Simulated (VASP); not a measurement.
Input of a VASP 6.6.1 run:

The input INCAR:

```
SYSTEM = Ca
PREC = Accurate
ENCUT = 520
EDIFF = 1E-7
ISMEAR = -1
SIGMA = 0.1
LREAL = .False.
LASPH = .True.
NELM = 60
ALGO = Normal
ISIF = 2
LWAVE = .False.
LCHARG = .False.
GGA = CA
NBANDS = 28
```

Contents of KPOINTS:

```
regular mesh
0
Gamma
  11 11 3
  0 0 0
```

POSCAR

```
Ca
1.0
    3.8719925955      0.0000000000      0.0000000000
   -1.9359962977      3.3532439509      0.0000000000
    0.0000000000      0.0000000000     12.7184866296
Ca
4
Direct
    0.0000000000      0.0000000000      1.0000000000
    0.0000000000      0.0000000000      0.5000000000
    0.3333333333      0.6666666667      0.2500000000
    0.6666666667      0.3333333333      0.7500000000
```

Potentials or basis: VASP PAW LDA potentials, release 64 (Ca_sv).

Launch:

```console
$ cat potpaw_LDA.64/Ca_sv/POTCAR > POTCAR
$ mpirun -np 1 vasp_std > vasp.out
```

What does it give for the band gap on the k mesh?

Zero (bands 20 and 21 overlap by 0.28 eV).

Estimate the pressure.

-1.3 GPa.
